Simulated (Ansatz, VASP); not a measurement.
**Bi2Mo: VASP beside Ansatz**

```
Bi Mo
1.0
     0.00000    3.46619    3.46619
     3.46619    0.00000    3.46619
     3.46619    3.46619    0.00000
Bi Mo
2 1
Direct
  0.75000 0.75000 0.75000
  0.25000 0.25000 0.25000
  0.00000 0.00000 0.00000
```

Change from the starting cell: species swapped into the Sn2Pt type (Fm-3m, No. 225).

Alike in both runs: functional PBE; k mesh 12 × 12 × 12; occupations gaussian, width 0.1 eV; collinear spin.

Ansatz relaxed the structure, and its values are those at the end. VASP's run is a single point on that final structure, the one shown.

|  | VASP | Ansatz |
| --- | --- | --- |
| version | VASP 6.6.1 | Ansatz 0.2.0 |
| potentials or method | VASP PAW PBE potentials, release 64 (Bi_d, Mo_sv), cutoff 520 eV | scalar-relativistic, plane waves, PAW |
| valence electrons in the cell | 44 | 44 |

```csv
,VASP,Ansatz,Ansatz less VASP
gap on the k mesh at the Fermi level (eV),none,none,-
pressure (GPa),0.0,0.0,-0.02
net moment per atom (μB),0.66,0.66,0.000
size of the moment on the site where the two differ most (μB),1.69,1.65,-0.040
```

Site moments also hang on the region over which each program counts them. A gap of «none» marks a metal or a gap that the smearing closes.

Spin-orbit coupling is off throughout.
